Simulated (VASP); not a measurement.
# Cu16NO in VASP: single point with PBEsol

Aim: the single point of Cu16NO with PBEsol.

Program: VASP 6.6.1. These are calculated values, not measurements. Logs are shortened: lines on timing, memory, paths and dates and some standing lists are left out, and cuts for length are marked.

### 1 The cell of the first run

The cell holds a slab with vacuum, 18 atoms: a = 5.105 Å, b = 5.105 Å, c = 17.253 Å, α = 90.00°, β = 90.00°, γ = 60.00°.

### 2 Single point, PBEsol

File INCAR:

```
ALGO = Normal
EDIFF = 1E-7
ENCUT = 520
GGA = PS
ISIF = 2
ISMEAR = -1
LASPH = T
LCHARG = F
LREAL = Auto
LWAVE = F
NBANDS = 108
NELM = 60
PREC = Accurate
SIGMA = 0.1
```

File KPOINTS:

```
k-points
0
Gamma
  3 3 1
```

File POSCAR:

```
Cu16NO
1.0
    5.1053110000      0.0000000000      0.0000000000
    2.5526550000      4.4213290000      0.0000000000
    0.0000000000      0.0000000000     17.2527030000
Cu N O
16 1 1
Direct
    0.0000000000      0.0000000000      0.0579619000
    0.5000000000      0.0000000000      0.0579619000
    0.0000000000      0.5000000000      0.0579619000
    0.5000000000      0.5000000000      0.0579619000
    0.1644826765      0.1677564825      0.1742255377
    0.6648300899      0.1666764672      0.1746985769
    0.1635051955      0.6682447459      0.1747513354
    0.6648310175      0.6684913794      0.1746988472
   -0.1690740183      0.3345350111      0.2897451992
    0.3278816473      0.3343285935      0.2900068897
   -0.1713981174      0.8357011112      0.2937016881
    0.3278814875      0.8377809088      0.2900064689
   -0.0098340104     -0.0017659776      0.4101233541
    0.4972716758      0.0013594407      0.4106318072
   -0.0098321577      0.5115954994      0.4101208396
    0.4942450269      0.5028724529      0.4039477334
    0.1504406431      0.1747766224      0.4821759633
    0.1501605336      0.1749641404      0.5519429076
```

Potentials or basis: VASP PAW PBE potentials, release 64 (Cu, N, O).

On the command line:

```bash
$ cat potpaw_PBE.64/Cu/POTCAR potpaw_PBE.64/N/POTCAR potpaw_PBE.64/O/POTCAR > POTCAR
$ mpirun -np 1 vasp_std > vasp.out
```

OUTCAR:

```text
EDIFF = 1E-7
   ENCUT = 520
   GGA = PS
   ISIF = 2
   ISMEAR = -1
   LASPH = T
   LREAL = Auto
   NELM = 60
   PREC = Accurate

 ion  position               nearest neighbor table
   1  0.000  0.000  0.058-   5 2.49   7 2.49   6 2.50   3 2.55   3 2.55   2 2.55   2 2.55   4 2.55
                             4 2.55
   2  0.500  0.000  0.058-   6 2.49   8 2.49   5 2.49   4 2.55   4 2.55   1 2.55   1 2.55   3 2.55
                             3 2.55
   3  0.000  0.500  0.058-   5 2.49   7 2.49   8 2.50   1 2.55   1 2.55   4 2.55   4 2.55   2 2.55
                             2 2.55
   4  0.500  0.500  0.058-   6 2.50   8 2.50   7 2.50   2 2.55   2 2.55   3 2.55   3 2.55   1 2.55
                             1 2.55
   5  0.164  0.168  0.174-  10 2.47  12 2.47   9 2.48   1 2.49   3 2.49   2 2.49   8 2.55   6 2.55
                             7 2.55   7 2.55   6 2.55   8 2.55
   6  0.665  0.167  0.175-   9 2.47  10 2.49   2 2.49   4 2.50   1 2.50  11 2.52   8 2.54   7 2.55
                             5 2.55   5 2.55   7 2.56   8 2.56
   7  0.164  0.668  0.175-  12 2.48  10 2.48   3 2.49   1 2.49   4 2.50  11 2.53   8 2.55   6 2.55
                             5 2.55   5 2.55   6 2.56   8 2.56
   8  0.665  0.668  0.175-   9 2.47  12 2.49   2 2.49   4 2.50   3 2.50  11 2.52   6 2.54   7 2.55
                             5 2.55   5 2.55   7 2.56   6 2.56
   9  0.831  0.335  0.290-  16 2.47   6 2.47   8 2.47   5 2.48  10 2.54  12 2.54  11 2.55  11 2.55
                            15 2.55  13 2.55  12 2.57  10 2.57
  10  0.328  0.334  0.290-  16 2.46   5 2.47   7 2.48   6 2.49  12 2.54   9 2.54  14 2.55  11 2.55
                            15 2.55  11 2.56   9 2.57  12 2.57
  11  0.829  0.836  0.294-  15 2.47  13 2.47  14 2.49   6 2.52   8 2.52   7 2.53  10 2.55  12 2.55
                             9 2.55   9 2.55  12 2.56  10 2.56
  12  0.328  0.838  0.290-  16 2.46   5 2.47   7 2.48   8 2.49  10 2.54   9 2.54  14 2.55  11 2.55
                            13 2.55  11 2.56   9 2.57  10 2.57
  13  0.990  0.998  0.410-  17 1.94  11 2.47  15 2.48  14 2.51  16 2.55  12 2.55   9 2.55  16 2.56
                            14 2.60  15 2.62
  14  0.497  0.001  0.411-  17 1.97  11 2.49  15 2.51  13 2.51  10 2.55  12 2.55  16 2.56  16 2.56
                            13 2.60  15 2.60
  15  0.990  0.512  0.410-  17 1.94  11 2.47  13 2.48  14 2.51  16 2.55  10 2.55   9 2.55  16 2.56
                            14 2.60  13 2.62
  16  0.494  0.503  0.404-  10 2.46  12 2.46   9 2.47  15 2.55  13 2.55  14 2.56  14 2.56  13 2.56
                            15 2.56
  17  0.150  0.175  0.482-  18 1.20  13 1.94  15 1.94  14 1.97
  18  0.150  0.175  0.552-  17 1.20

  LATTYP: Found a hexagonal cell.
 ALAT       =     5.1053107325
 C/A-ratio  =     3.3793639416

  Lattice vectors:

 A1 = (  -2.5526550000,  -4.4213290000,   0.0000000000)
 A2 = (   5.1053110000,   0.0000000000,   0.0000000000)
 A3 = (   0.0000000000,   0.0000000000,  17.2527030000)

Analysis of symmetry for initial positions (statically):
=====================================================================
 Subroutine PRICEL returns:
 Original cell was already a primitive cell.

 Routine SETGRP: Setting up the symmetry group for a
 hexagonal supercell.

 Subroutine GETGRP returns: Found  1 space group operations
 (whereof  1 operations were pure point group operations)
 out of a pool of 24 trial point group operations.

The static configuration has the point symmetry C_1 .

Analysis of symmetry for dynamics (positions and initial velocities):
=====================================================================
 Subroutine PRICEL returns:
 Original cell was already a primitive cell.

 Routine SETGRP: Setting up the symmetry group for a
 hexagonal supercell.

 Subroutine GETGRP returns: Found  1 space group operations
 (whereof  1 operations were pure point group operations)
 out of a pool of 24 trial point group operations.

The dynamic configuration has the point symmetry C_1 .

 Subroutine INISYM returns: Found  1 space group operations
 (whereof  1 operations are pure point group operations),
 and found     1 'primitive' translations

----------------------------------------------------------------------------------------

                                     Primitive cell

  volume of cell :     389.4325

  direct lattice vectors                    reciprocal lattice vectors
     5.105311000  0.000000000  0.000000000     0.195874453 -0.113088147  0.000000000
     2.552655000  4.421329000  0.000000000     0.000000000  0.226176337  0.000000000
     0.000000000  0.000000000 17.252703000     0.000000000  0.000000000  0.057961932

  length of vectors
     5.105311000  5.105310732 17.252703000     0.226176326  0.226176337  0.057961932

  position of ions in fractional coordinates (direct lattice)
     0.000000000  0.000000000  0.057961900
     0.500000000  0.000000000  0.057961900
     0.000000000  0.500000000  0.057961900
     0.500000000  0.500000000  0.057961900
     0.164482677  0.167756483  0.174225538
     0.664830090  0.166676467  0.174698577
[... 10 lines left out ...]
     0.150440643  0.174776622  0.482175963
     0.150160534  0.174964140  0.551942908

  ion indices of the primitive-cell ions
   primitive index   ion index
                 1           1
                 2           2
                 3           3
                 4           4
                 5           5
                 6           6
[... 10 lines left out ...]
                17          17
                18          18

----------------------------------------------------------------------------------------

 KPOINTS: k-points

Automatic generation of k-mesh.
 Grid dimensions read from file:
 generate k-points for:    3    3    1

 Generating k-lattice:

  Cartesian coordinates                     Fractional coordinates (reciprocal lattice)
     0.065291484 -0.037696049  0.000000000     0.333333333  0.000000000  0.000000000
     0.000000000  0.075392112  0.000000000     0.000000000  0.333333333  0.000000000
     0.000000000  0.000000000  0.057961932     0.000000000  0.000000000  1.000000000

  Length of vectors
     0.075392109  0.075392112  0.057961932

  Shift w.r.t. Gamma in fractional coordinates (k-lattice)
     0.000000000  0.000000000  0.000000000

 Subroutine IBZKPT returns following result:
 ===========================================

 Found      5 irreducible k-points:

 Following reciprocal coordinates:
            Coordinates               Weight
  0.000000  0.000000  0.000000      1.000000
  0.333333 -0.000000  0.000000      2.000000
  0.333333  0.333333  0.000000      2.000000
  0.000000  0.333333  0.000000      2.000000
 -0.333333  0.333333  0.000000      2.000000
   k-points           NKPTS =      5   k-points in BZ     NKDIM =      5   number of bands    NBANDS=    108
   number of dos      NEDOS =    301   number of ions     NIONS =     18
   total plane-waves  NPLWV = 204800
   dimension x,y,z NGX =    40 NGY =   40 NGZ =  128
   dimension x,y,z NGXF=    80 NGYF=   80 NGZF=  256
   ions per type =              16   1   1
   NGX,Y,Z   is equivalent  to a cutoff of  13.03, 13.03, 12.33 a.u.
   NGXF,Y,Z  is equivalent  to a cutoff of  26.05, 26.05, 24.67 a.u.
 SYSTEM =  unknown system
   PREC   = accura    normal or accurate (medium, high low for compatibility)
   ISTART =      0    job   : 0-new  1-cont  2-samecut
   ICHARG =      2    charge: 1-file 2-atom 10-const
   ISPIN  =      1    spin polarized calculation?
   LNONCOLLINEAR =      F non collinear calculations
   LSORBIT =      F    spin-orbit coupling
   LASPH  =      T    aspherical Exc in radial PAW
   ENCUT  =  520.0 eV  38.22 Ry    6.18 a.u.   9.49  9.49 32.08*2*pi/ulx,y,z
   NELM   =     60;   NELMIN=  2; NELMDL= -5     # of ELM steps
   EDIFF  = 0.1E-06   stopping-criterion for ELM
   LREAL  =      T    real-space projection
   EDIFFG = 0.1E-05   stopping-criterion for IOM
   NSW    =      0    number of steps for IOM
   IBRION =     -1    ionic relax: 0-MD 1-quasi-New 2-CG
   NFREE  =      0    steps in history (QN), initial steepest desc. (CG)
   ISIF   =      2    stress and relaxation
   ISYM   =      2    0-nonsym 1-usesym 2-fastsym
   POTIM  = 0.5000    time-step for ionic-motion
   TEBEG  =    0.0;   TEEND  =   0.0 temperature during run
   PSTRESS=    0.0 pullay stress
   NELECT =     187.0000    total number of electrons
   NUPDOWN=      -1.0000    fix difference up-down
   EMIN   =  10.00;   EMAX   =-10.00  energy-range for DOS
   EFERMI =   0.00;   METHOD = LEGACY
   ISMEAR =    -1;   SIGMA  =   0.10  broadening in eV -4-tet -1-fermi 0-gaus
   EFERMI_NEDOS =   21; number of points for ismear=-14 and -15
   IALGO  =     38    algorithm
   IMIX   =      4    mixing-type and parameters
     AMIX     =   0.40;   BMIX     =  1.00
     AMIX_MAG =   1.60;   BMIX_MAG =  1.00
  volume/ion in A,a.u.               =      21.64       146.00
  Fermi-wavevector in a.u.,A,eV,Ry     =   1.281970  2.422573 22.360466  1.643448
  Thomas-Fermi vector in A             =   2.414309
   LORBIT       =      0    0 simple, 1 ext, 2 COOP (PROOUT), +10 PAW based schemes
   GGA     = PS    functional components
   LHFCALC =     F    Hartree Fock is set to
   AEXX    =    0.0000 exact exchange contribution
   IVDW    =     0    specifies the selected vdW correction
   LEPSILON=     F    determine dielectric tensor
   LRPA    =     F    only Hartree local field effects (RPA)
 non-spin polarized calculation
  energy-cutoff  :      520.00
  volume of cell :      389.43
 maximum number of plane-waves:     10529
 NGX is ok and might be reduce to    40
   NGX = 19   NGY = 19   NGZ = 65

 number of electron     187.0000038 magnetization

 Free energy of the ion-electron system (eV)
  ---------------------------------------------------
  ext. energy  EPLUGINS =         0.00000000
  ---------------------------------------------------
  free energy    TOTEN  =       -78.37892328 eV

  energy without entropy =      -78.10141054  energy(sigma->0) =      -78.24016691

 E-fermi :   1.4472     XC(G=0):  -7.6190

 val. band max:        1.3956952953   @ k =   0.3333   0.3333   0.0000
 cond. band min:       1.5681851453   @ k =   0.3333  -0.0000   0.0000
 fundamental gap:      0.1724898500
 Fermi energy:         1.4471563662

 k-point     1 :       0.0000    0.0000    0.0000
  band No.  band energies     occupation
      1     -23.6081      2.00000
      2     -11.9302      2.00000
      3      -7.7190      2.00000
      4      -6.9107      2.00000
      5      -6.2880      2.00000
      6      -6.2651      2.00000
[... 97 lines left out ...]
    104       4.3421      0.00000
    105       5.7578      0.00000

 k-point     2 :       0.3333   -0.0000    0.0000
  band No.  band energies     occupation
      1     -23.6071      2.00000
      2     -11.8889      2.00000
      3      -7.0138      2.00000
      4      -6.6244      2.00000
      5      -6.3722      2.00000
      6      -6.2912      2.00000
[... 97 lines left out ...]
    104       5.5224      0.00000
    105       6.4340      0.00000

 k-point     3 :       0.3333    0.3333    0.0000
  band No.  band energies     occupation
      1     -23.6071      2.00000
      2     -11.8878      2.00000
      3      -7.0140      2.00000
      4      -6.6242      2.00000
      5      -6.3900      2.00000
      6      -6.2720      2.00000
[... 97 lines left out ...]
    104       5.5213      0.00000
    105       6.4308      0.00000

 k-point     4 :       0.0000    0.3333    0.0000
  band No.  band energies     occupation
      1     -23.6071      2.00000
      2     -11.8878      2.00000
      3      -7.0140      2.00000
      4      -6.6242      2.00000
      5      -6.3900      2.00000
      6      -6.2720      2.00000
[... 97 lines left out ...]
    104       5.5212      0.00000
    105       6.4308      0.00000

 k-point     5 :      -0.3333    0.3333    0.0000
  band No.  band energies     occupation
      1     -23.6067      2.00000
      2     -11.8675      2.00000
      3      -6.7441      2.00000
      4      -6.4338      2.00000
      5      -6.3605      2.00000
      6      -5.2621      2.00000
[... 97 lines left out ...]
    104       5.3458      0.00000
    105       5.7187      0.00000
 [bands above 105 left out]

------------------------ aborting loop because EDIFF is reached ----------------------------------------

  FORCE on cell =-STRESS in cart. coord.  units (eV):
  Direction    XX          YY          ZZ          XY          YZ          ZX
  --------------------------------------------------------------------------------------
  -------------------------------------------------------------------------------------
  Total       -5.1719610     -4.9023909      1.5750765      0.2339477     -0.2043748      0.3538540
  in kB      -21.2781391    -20.1690916      6.4800752      0.9624922     -0.8408252      1.4558025
  external PRESSURE =     -11.6557185 kB  Pullay stress =       0.0000000 kB

 VOLUME and BASIS-vectors are now :
 -----------------------------------------------------------------------------
  energy-cutoff  :      520.00
  volume of cell :      389.43
      direct lattice vectors                 reciprocal lattice vectors
     5.105311000  0.000000000  0.000000000     0.195874453 -0.113088147  0.000000000
     2.552655000  4.421329000  0.000000000     0.000000000  0.226176337  0.000000000
     0.000000000  0.000000000 17.252703000     0.000000000  0.000000000  0.057961932

 POSITION                                       TOTAL-FORCE (eV/Angst)
 -----------------------------------------------------------------------------------
      0.00000      0.00000      1.00000        -0.008362      0.005190     -0.028158
      2.55266      0.00000      1.00000        -0.009200      0.005300     -0.032429
      1.27633      2.21066      1.00000        -0.008693      0.004671     -0.028151
      3.82898      2.21066      1.00000        -0.009876      0.005717      0.002786
      1.26796      0.74171      3.00586        -0.001553      0.000921     -0.002046
      3.81963      0.73693      3.01402         0.000612     -0.001361     -0.003371
[... 10 lines left out ...]
      1.21419      0.77274      8.31884         0.074563     -0.042875     -0.912976
      1.21324      0.77357      9.52251         0.005262     -0.003494      0.952916
 -----------------------------------------------------------------------------------
    total drift:                               -0.001273      0.000409     -0.013890

  FREE ENERGIE OF THE ION-ELECTRON SYSTEM (eV)
  ---------------------------------------------------
  free  energy   TOTEN  =       -78.3789232761 eV

  energy  without entropy=      -78.1014105418  energy(sigma->0) =      -78.24016691
```

Run time: 15 min. Hardware: 1 thread of Intel Xeon Platinum 8259CL at 2.50GHz (Skylake/Cascade Lake), shared host; peak memory 0.54 GiB.

What came out:

| Quantity | Value |
| --- | --- |
| Free energy | -78.3789 eV |
| Largest force | 0.953 eV/Å |
| Band gap on the k mesh | zero (an odd number of electrons rules out a gap without spin polarisation) |

Forces in eV/Å, atoms in the order of the input:
```
Cu  -0.008  0.005 -0.028
Cu  -0.009  0.005 -0.032
Cu  -0.009  0.005 -0.028
Cu  -0.010  0.006  0.003
Cu  -0.002  0.001 -0.002
Cu   0.001 -0.001 -0.003
Cu  -0.003  0.002 -0.003
Cu   0.002  0.000 -0.003
Cu   0.005 -0.003  0.007
Cu  -0.002  0.002 -0.008
Cu  -0.011  0.006  0.004
Cu  -0.002  0.000 -0.008
Cu   0.005  0.041  0.003
Cu  -0.008  0.005  0.024
Cu  -0.033 -0.025  0.003
Cu   0.005 -0.003  0.033
N    0.075 -0.043 -0.913
O    0.005 -0.003  0.953
```

Caveat: the k points lie up to 0.47 Å⁻¹ apart, too coarse for converged energies and pressures of a metal; the standard files for N, O and F lose accuracy on very short bonds; there is no dipole correction, which matters where the two faces differ; the PAW data sets were made with another functional, which shifts forces and pressure a little. With open d or f shells a metallic result of PBEsol can be an artefact of self-interaction; +U or a hybrid may open a gap.

The gap in the log of VASP goes by the Fermi energy; the results here count the filled bands.